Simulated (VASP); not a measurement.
# AlCo (NiAs type) (P6_3/mmc) in VASP: notebook

The runs below take AlCo (NiAs type) through density of states, with PBE.

Everything below comes from runs of VASP 6.6.1. Logs are shortened: lines on timing, memory, paths and dates and some standing lists are left out, and cuts for length are marked.

### 1 The cell of the first run

Symmetry: P6_3/mmc, No. 194, hexagonal system. Conventional cell: a = 2.198 Å, b = 2.198 Å, c = 6.421 Å, α = 90.00°, β = 90.00°, γ = 120.00°. Co (site symmetry -3m) has 6 Al at 2.05 Å and 6 Co at 2.20 Å within 2.7 Å. Within 2.7 Å of Al (site symmetry -6m2) lie 6 Co at 2.05 Å and 6 Al at 2.20 Å.

### 2 Density of states, PBE (volume scaled by 0.55)

Contents of POSCAR:

```
AlCo
1.0
    2.1983355088      0.0000000000      0.0000000000
   -1.0991677544      1.9038143967      0.0000000000
    0.0000000000      0.0000000000      6.4208574102
Co Al
2 2
Direct
    0.0000000000      0.0000000000      0.0000000000
    0.0000000000      0.0000000000      0.5000000000
    0.3333333333      0.6666666667      0.2500000000
    0.6666666667      0.3333333333      0.7500000000
```

Contents of INCAR.step1:

```
ALGO = Normal ; EDIFF = 1E-7
ENCUT = 520 ; GGA = PE
ISIF = 2 ; ISMEAR = -1
LASPH = True ; LCHARG = True
LMAXMIX = 4 ; LREAL = False
LWAVE = False ; NBANDS = 20
NELM = 100 ; PREC = Accurate
SIGMA = 0.05
```

Contents of KPOINTS.step1:

```
k-points
0
Gamma
  10 10 6
```

Contents of INCAR.step2:

```
ALGO = Normal ; EDIFF = 1E-7
ENCUT = 520 ; GGA = PE
ICHARG = 11 ; ISIF = 2
ISMEAR = -5 ; LASPH = True
LCHARG = False ; LMAXMIX = 4
LORBIT = 11 ; LREAL = False
LWAVE = False ; NBANDS = 20
NEDOS = 1001 ; NELM = 100
PREC = Accurate ; SIGMA = 0.05
```

Contents of KPOINTS.step2:

```
k-points
0
Gamma
  15 15 9
```

Potentials or basis: VASP PAW PBE potentials, release 64 (Co, Al).

The run is started by

```bash
$ cat potpaw_PBE.64/Co/POTCAR potpaw_PBE.64/Al/POTCAR > POTCAR
$ cp INCAR.step1 INCAR
$ cp KPOINTS.step1 KPOINTS
$ mpirun -np 1 vasp_std > vasp.out
$ cp INCAR.step2 INCAR
$ cp KPOINTS.step2 KPOINTS
$ mpirun -np 1 vasp_std > vasp.out
```

OUTCAR:

```text
EDIFF = 1E-7
   ENCUT = 520
   GGA = PE
   ICHARG = 11
   ISIF = 2
   ISMEAR = -5
   LASPH = True
   LORBIT = 11
   LREAL = False
   NELM = 100
   PREC = Accurate

 ion  position               nearest neighbor table
   1  0.000  0.000  0.000-   3 2.05   4 2.05   4 2.05   3 2.05   4 2.05   3 2.05   3 3.00   4 3.00
                             3 3.00   4 3.00   3 3.00   4 3.00
   2  0.000  0.000  0.500-   3 2.05   4 2.05   4 2.05   3 2.05   4 2.05   3 2.05   3 3.00   4 3.00
                             3 3.00   4 3.00   3 3.00   4 3.00
   3  0.333  0.667  0.250-   1 2.05   2 2.05   1 2.05   2 2.05   1 2.05   2 2.05   1 3.00   2 3.00
                             1 3.00   2 3.00   1 3.00   2 3.00
   4  0.667  0.333  0.750-   1 2.05   2 2.05   1 2.05   2 2.05   1 2.05   2 2.05   1 3.00   2 3.00
                             1 3.00   2 3.00   1 3.00   2 3.00

  LATTYP: Found a hexagonal cell.
 ALAT       =     2.1983355088
 C/A-ratio  =     2.9207813750

  Lattice vectors:

 A1 = (   2.1983355088,   0.0000000000,   0.0000000000)
 A2 = (  -1.0991677544,   1.9038143967,   0.0000000000)
 A3 = (   0.0000000000,   0.0000000000,   6.4208574102)

Analysis of symmetry for initial positions (statically):
=====================================================================
 Subroutine PRICEL returns:
 Original cell was already a primitive cell.

 Routine SETGRP: Setting up the symmetry group for a
 hexagonal supercell.

 Subroutine GETGRP returns: Found 24 space group operations
 (whereof 12 operations were pure point group operations)
 out of a pool of 24 trial point group operations.

The static configuration has the point symmetry D_3d.
 The point group associated with its full space group is D_6h.

Analysis of symmetry for dynamics (positions and initial velocities):
=====================================================================
 Subroutine PRICEL returns:
 Original cell was already a primitive cell.

 Routine SETGRP: Setting up the symmetry group for a
 hexagonal supercell.

 Subroutine GETGRP returns: Found 24 space group operations
 (whereof 12 operations were pure point group operations)
 out of a pool of 24 trial point group operations.

The dynamic configuration has the point symmetry D_3d.
 The point group associated with its full space group is D_6h.

 Subroutine INISYM returns: Found 24 space group operations
 (whereof 12 operations are pure point group operations),
 and found     1 'primitive' translations

----------------------------------------------------------------------------------------

                                     Primitive cell

  volume of cell :      26.8727

  direct lattice vectors                    reciprocal lattice vectors
     2.198335509  0.000000000  0.000000000     0.454889618  0.262630643  0.000000000
    -1.099167754  1.903814397  0.000000000     0.000000000  0.525261287  0.000000000
     0.000000000  0.000000000  6.420857410     0.000000000  0.000000000  0.155742440

  length of vectors
     2.198335509  2.198335509  6.420857410     0.525261287  0.525261287  0.155742440

  position of ions in fractional coordinates (direct lattice)
     0.000000000  0.000000000  0.000000000
     0.000000000  0.000000000  0.500000000
     0.333333333  0.666666667  0.250000000
     0.666666667  0.333333333  0.750000000

  ion indices of the primitive-cell ions
   primitive index   ion index
                 1           1
                 2           2
                 3           3
                 4           4

----------------------------------------------------------------------------------------

 KPOINTS: k-points

Automatic generation of k-mesh.
 Grid dimensions read from file:
 generate k-points for:   15   15    9

 Generating k-lattice:

  Cartesian coordinates                     Fractional coordinates (reciprocal lattice)
     0.030325975  0.017508710  0.000000000     0.066666667 -0.000000000  0.000000000
     0.000000000  0.035017419  0.000000000     0.000000000  0.066666667  0.000000000
     0.000000000  0.000000000  0.017304716     0.000000000  0.000000000  0.111111111

  Length of vectors
     0.035017419  0.035017419  0.017304716

  Shift w.r.t. Gamma in fractional coordinates (k-lattice)
     0.000000000  0.000000000  0.000000000

 TETIRR: Found   1950 inequivalent tetrahedra from    12150

 Subroutine IBZKPT returns following result:
 ===========================================

 Found    135 irreducible k-points:

 Following reciprocal coordinates:
            Coordinates               Weight
  0.000000  0.000000  0.000000      1.000000
  0.066667 -0.000000  0.000000      6.000000
  0.133333 -0.000000  0.000000      6.000000
  0.200000 -0.000000  0.000000      6.000000
  0.266667 -0.000000  0.000000      6.000000
  0.333333 -0.000000  0.000000      6.000000
[... 16 lines left out ...]
  0.333333  0.200000  0.000000     12.000000
  0.400000  0.200000  0.000000      6.000000
 [... further k-points ...]
   k-points           NKPTS =    135   k-points in BZ     NKDIM =    135   number of bands    NBANDS=     20
   number of dos      NEDOS =   1001   number of ions     NIONS =      4
   total plane-waves  NPLWV =  12288
   dimension x,y,z NGX =    16 NGY =   16 NGZ =   48
   dimension x,y,z NGXF=    32 NGYF=   32 NGZF=   96
   ions per type =               2   2
   NGX,Y,Z   is equivalent  to a cutoff of  12.10, 12.10, 12.43 a.u.
   NGXF,Y,Z  is equivalent  to a cutoff of  24.20, 24.20, 24.86 a.u.
 SYSTEM =  unknown system
   PREC   = accura    normal or accurate (medium, high low for compatibility)
   ISTART =      0    job   : 0-new  1-cont  2-samecut
   ICHARG =     11    charge: 1-file 2-atom 10-const
   ISPIN  =      1    spin polarized calculation?
   LNONCOLLINEAR =      F non collinear calculations
   LSORBIT =      F    spin-orbit coupling
   LASPH  =      T    aspherical Exc in radial PAW
   ENCUT  =  520.0 eV  38.22 Ry    6.18 a.u.   4.09  4.09 11.94*2*pi/ulx,y,z
   NELM   =    100;   NELMIN=  2; NELMDL=  0     # of ELM steps
   EDIFF  = 0.1E-06   stopping-criterion for ELM
   LREAL  =      F    real-space projection
   EDIFFG = 0.1E-05   stopping-criterion for IOM
   NSW    =      0    number of steps for IOM
   IBRION =     -1    ionic relax: 0-MD 1-quasi-New 2-CG
   NFREE  =      0    steps in history (QN), initial steepest desc. (CG)
   ISIF   =      2    stress and relaxation
   ISYM   =      2    0-nonsym 1-usesym 2-fastsym
   POTIM  = 0.5000    time-step for ionic-motion
   TEBEG  =    0.0;   TEEND  =   0.0 temperature during run
   PSTRESS=    0.0 pullay stress
   NELECT =      24.0000    total number of electrons
   NUPDOWN=      -1.0000    fix difference up-down
   EMIN   =  10.00;   EMAX   =-10.00  energy-range for DOS
   EFERMI =   0.00;   METHOD = LEGACY
   ISMEAR =    -5;   SIGMA  =   0.05  broadening in eV -4-tet -1-fermi 0-gaus
   EFERMI_NEDOS =   21; number of points for ismear=-14 and -15
   IALGO  =     38    algorithm
   IMIX   =      4    mixing-type and parameters
     AMIX     =   0.40;   BMIX     =  1.00
     AMIX_MAG =   1.60;   BMIX_MAG =  1.00
  volume/ion in A,a.u.               =       6.72        45.34
  Fermi-wavevector in a.u.,A,eV,Ry     =   1.576551  2.979250 33.817461  2.485513
  Thomas-Fermi vector in A             =   2.677367
   LORBIT       =     11    0 simple, 1 ext, 2 COOP (PROOUT), +10 PAW based schemes
   GGA     = PE    functional components
   LHFCALC =     F    Hartree Fock is set to
   AEXX    =    0.0000 exact exchange contribution
   IVDW    =     0    specifies the selected vdW correction
   LEPSILON=     F    determine dielectric tensor
   LRPA    =     F    only Hartree local field effects (RPA)
 non-spin polarized calculation
 Fermi weights with tetrahedron method with Bloechl corrections
  energy-cutoff  :      520.00
  volume of cell :       26.87
 maximum number of plane-waves:       736

 number of electron      23.9999990 magnetization

 Free energy of the ion-electron system (eV)
  ---------------------------------------------------
  ext. energy  EPLUGINS =         0.00000000
  ---------------------------------------------------
  free energy    TOTEN  =        -9.00327262 eV

  energy without entropy =       -9.00327262  energy(sigma->0) =       -9.00327262

 E-fermi :  20.1342     XC(G=0): -15.2107

 val. band max:       20.1563484145   @ k =   0.3333   0.1333   0.4444
 cond. band min:      20.1055229776   @ k =   0.1333   0.1333   0.4444
 fundamental gap:     -0.0508254369
 Fermi energy:        20.1341907919

 k-point     1 :       0.0000    0.0000    0.0000
  band No.  band energies     occupation
      1       4.6770      2.00000
      2       7.5329      2.00000
      3       9.5333      2.00000
      4      12.9724      2.00000
      5      15.8277      2.00000
      6      16.8655      2.00000
[... 12 lines left out ...]
     19      39.5232      0.00000
     20      39.5232      0.00000

 k-point     2 :       0.0667   -0.0000    0.0000
  band No.  band energies     occupation
      1       4.8653      2.00000
      2       7.6617      2.00000
      3       9.7420      2.00000
      4      13.1177      2.00000
      5      15.8853      2.00000
      6      16.7315      2.00000
[... 12 lines left out ...]
     19      37.4967      0.00000
     20      39.3475      0.00000
[... 465 lines left out ...]
      3      14.1743      2.00000
      4      14.2097      2.00000
      5      14.3534      2.00000
      6      14.9155      2.00000
[... 12 lines left out ...]
     19      29.2182      0.00000
     20      31.8786      0.00000

 k-point    24 :       0.4000    0.2000    0.0000
  band No.  band energies     occupation
      1      12.1182      2.00000
      2      12.9798      2.00000
      3      14.0725      2.00000
      4      14.1442      2.00000
      5      14.3408      2.00000
      6      14.3697      2.00000
[... 12 lines left out ...]
     19      28.8347      0.00000
     20      31.5901      0.00000

 [... further k-points ...]
[... 5 lines left out ...]
  --------------------------------------------------------------------------------------
  -------------------------------------------------------------------------------------
  Total       57.6879046     57.6879046     57.6867097      0.0000000     -0.0000000      0.0000000
  in kB     3439.4083394   3439.4083395   3439.3370982      0.0000000     -0.0000000      0.0000000
  external PRESSURE =    3439.3845924 kB  Pullay stress =       0.0000000 kB

 VOLUME and BASIS-vectors are now :
 -----------------------------------------------------------------------------
  energy-cutoff  :      520.00
  volume of cell :       26.87
      direct lattice vectors                 reciprocal lattice vectors
     2.198335509  0.000000000  0.000000000     0.454889618  0.262630643  0.000000000
    -1.099167754  1.903814397  0.000000000     0.000000000  0.525261287  0.000000000
     0.000000000  0.000000000  6.420857410     0.000000000  0.000000000  0.155742440

 POSITION                                       TOTAL-FORCE (eV/Angst)
 -----------------------------------------------------------------------------------
      0.00000      0.00000      0.00000         0.000000      0.000000     -0.000000
      0.00000      0.00000      3.21043         0.000000      0.000000     -0.000000
     -0.00000      1.26921      1.60521         0.000000      0.000000     -0.000000
      1.09917      0.63460      4.81564        -0.000000     -0.000000      0.000000
 -----------------------------------------------------------------------------------
    total drift:                                0.000000     -0.000000      0.000000

  FREE ENERGIE OF THE ION-ELECTRON SYSTEM (eV)
  ---------------------------------------------------
  free  energy   TOTEN  =        -9.0032726214 eV

  energy  without entropy=       -9.0032726214  energy(sigma->0) =       -9.00327262

 total charge

# of ion       s       p       d       tot
------------------------------------------
    1        0.767   1.183   8.129  10.080
    2        0.767   1.183   8.129  10.080
    3        0.571   0.835   0.000   1.406
    4        0.571   0.835   0.000   1.406
--------------------------------------------------
tot          2.676   4.036  16.259  22.971
```

It took 76 s on 1 thread of Intel Xeon Platinum 8259CL at 2.50GHz (Skylake/Cascade Lake), shared host; peak memory 0.18 GiB.

What came out:

```
Valence electrons inside the program's atomic spheres : Co 10.08; Al 1.41
```

Levels at points of the mesh, in eV from the Fermi level:
| k point | band 10 | band 11 | band 12 | band 13 | band 14 | band 15 |
| --- | --- | --- | --- | --- | --- | --- |
| (0.00, 0.00, 0.00) | -2.28 | -1.43 | -1.43 | -1.25 | -1.25 | 5.78 |

Caveat: tetrahedron occupations give inexact forces and stress in metals.

### 3 Density of states, PBE (volume scaled by 0.8)

Contents of POSCAR:

```
AlCo
1.0
    2.5063649354      0.0000000000      0.0000000000
   -1.2531824677      2.1705757052      0.0000000000
    0.0000000000      0.0000000000      7.1848823452
Co Al
2 2
Direct
    0.0000000000      0.0000000000      0.0000000000
    0.0000000000      0.0000000000      0.5000000000
    0.3333333333      0.6666666667      0.2500000000
    0.6666666667      0.3333333333      0.7500000000
```

Contents of INCAR.step1:

```
PREC = Accurate
ENCUT = 520
EDIFF = 1E-7
ISMEAR = -1
SIGMA = 0.05
LREAL = False
LASPH = True
NELM = 80
ALGO = Normal
ISIF = 2
LWAVE = False
LCHARG = True
LMAXMIX = 4
GGA = PE
NBANDS = 20
```

Contents of KPOINTS.step1:

```
regular mesh
0
Gamma
  10 10 6
```

Contents of INCAR.step2:

```
PREC = Accurate
ENCUT = 520
EDIFF = 1E-7
ISMEAR = -5
SIGMA = 0.05
LREAL = False
LASPH = True
NELM = 80
ALGO = Normal
ISIF = 2
LWAVE = False
LCHARG = False
LMAXMIX = 4
GGA = PE
LORBIT = 10
NEDOS = 1001
ICHARG = 11
```

Contents of KPOINTS.step2:

```
regular mesh
0
Gamma
  15 15 9
```

Potentials or basis: VASP PAW PBE potentials, release 64 (Co, Al).

The run is started by

```bash
$ cat potpaw_PBE.64/Co/POTCAR potpaw_PBE.64/Al/POTCAR > POTCAR
$ cp INCAR.step1 INCAR
$ cp KPOINTS.step1 KPOINTS
$ mpirun -np 1 vasp_std > vasp.out
$ cp INCAR.step2 INCAR
$ cp KPOINTS.step2 KPOINTS
$ mpirun -np 1 vasp_std > vasp.out
```

Wall time 2.1 min (1 thread of Intel Xeon Platinum 8259CL at 2.50GHz (Skylake/Cascade Lake), shared host); peak memory 0.2 GiB.

The run converged. Its results:

* Valence electrons inside the program's atomic spheres: Co 8.79; Al 0.99

Levels at points of the mesh, in eV from the Fermi level:
| k point | band 11 | band 12 | band 13 | band 14 | band 15 | band 16 |
| --- | --- | --- | --- | --- | --- | --- |
| (0.00, 0.00, 0.00) | -0.82 | -0.82 | -0.70 | -0.70 | 4.36 | 10.67 |

Caveat: tetrahedron occupations give inexact forces and stress in metals. Spin polarisation is off, so any magnetic state and its effect on volume and gap are missing.
